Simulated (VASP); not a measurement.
Set up this calculation in VASP 6.6.1, as the native input.

- Task: single point
- Functional: PBE
- Dispersion: D3(BJ)
- Potentials or basis: VASP PAW PBE potentials, release 64 (B, N)
- Cutoff: 520 eV
- k mesh: 9 × 9 × 1
- Occupations: gaussian, width 0.1 eV
- Spin: no spin polarisation
- Dipole correction: yes
- Further INCAR settings: ALGO = Normal; EDIFF = 1e-06; NBANDS = 26

The structure of BN lies in POSCAR:

```
BN
1.0
    2.5064254170      0.0000000000      0.0000000000
   -1.2532127085      2.1706280838      0.0000000000
    0.0000000000      0.0000000000     45.8423718534
B N
4 4
Direct
    0.6666666667      0.3333333333      0.3917902202
    0.3333333333      0.6666666667      0.4639300734
    0.6666666667      0.3333333333      0.5360699266
    0.3333333333      0.6666666667      0.6082097798
    0.3333333333      0.6666666667      0.3917902202
    0.6666666667      0.3333333333      0.4639300734
    0.3333333333      0.6666666667      0.5360699266
    0.6666666667      0.3333333333      0.6082097798
```

The input as run:

INCAR

```
SYSTEM = BN
  PREC = Accurate
  ENCUT = 520
  EDIFF = 1E-6
  ISMEAR = 0
  SIGMA = 0.1
  LREAL = .FALSE.
  LASPH = .TRUE.
  NELM = 100
  ALGO = Normal
  ISIF = 2
  LWAVE = .FALSE.
  LCHARG = .TRUE.
  LDIPOL = .TRUE.
  IDIPOL = 3
  DIPOL = 0.5 0.5 0.500
  GGA = PE
  IVDW = 12
  LELF = .TRUE.
  LVHAR = .TRUE.
  LVACPOTAV = .TRUE.
  NBANDS = 26
```

KPOINTS

```
Automatic mesh
0
G
  9 9 1
  0 0 0
```

Potentials or basis: VASP PAW PBE potentials, release 64 (B, N).

Command:

```bash
$ cat potpaw_PBE.64/B/POTCAR potpaw_PBE.64/N/POTCAR > POTCAR
$ mpirun -np 1 vasp_std > vasp.out
```

It gave:

```
Largest force              : 0.029 eV/Å
Band gap on the k mesh     : 4.42 eV, indirect (least direct gap 4.67 eV)
Dispersion energy per atom : -0.124 eV
```

Wall time 3 min on 1 thread of AMD EPYC 7R43 64-Core Processor (Zen 3), on a shared host, peak memory 0.36 GiB.
